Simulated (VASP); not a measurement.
Wanted: the native input for a VASP 6.6.1 run.

* Task: single point
* Functional: LDA
* Potentials or basis: VASP PAW LDA potentials, release 64 (Sb)
* Cutoff: 520 eV
* k mesh: 8 × 8 × 8
* Occupations: fermi-dirac, width 0.05 eV
* Spin: no spin polarisation
* Dipole correction: no
* Further INCAR settings: ALGO = Normal; EDIFF = 1e-07; NBANDS = 12

The structure of Sb lies in POSCAR:

```
Sb
1.0
    2.1825479877      1.2600946682      3.8074530396
   -2.1825479877      1.2600946682      3.8074530396
    0.0000000000     -2.5201893365      3.8074530396
Sb
2
Direct
    0.7665100000      0.7665100000      0.7665100000
    0.2334900000      0.2334900000      0.2334900000
```

The input as run:

INCAR

```
ALGO = Normal
EDIFF = 1E-7
ENCUT = 520
GGA = CA
ISIF = 2
ISMEAR = -1
LASPH = T
LCHARG = T
LELF = T
LREAL = F
LVHAR = T
LWAVE = F
NBANDS = 12
NELM = 60
PREC = Accurate
SIGMA = 0.05
```

KPOINTS

```
k-points
0
Gamma
  8 8 8
```

Potentials or basis: VASP PAW LDA potentials, release 64 (Sb).

Launch:

```bash
$ cat potpaw_LDA.64/Sb/POTCAR > POTCAR
$ mpirun -np 1 vasp_std > vasp.out
```

Results of the run:

```yaml
Pressure: -3.0 GPa
Largest_force: 0.119 eV/Å
Band_gap_on_the_k_mesh: zero (band 5 reaches 6.68 eV, above the bottom of band 6 at 6.39 eV)
```

Caveat: spin-orbit coupling is left out, which moves the levels of the heavy elements.

Run time: 20 s on 1 thread of Intel(R) Xeon(R) 6975P-C (Granite Rapids), on a shared host, peak memory 0.19 GiB.
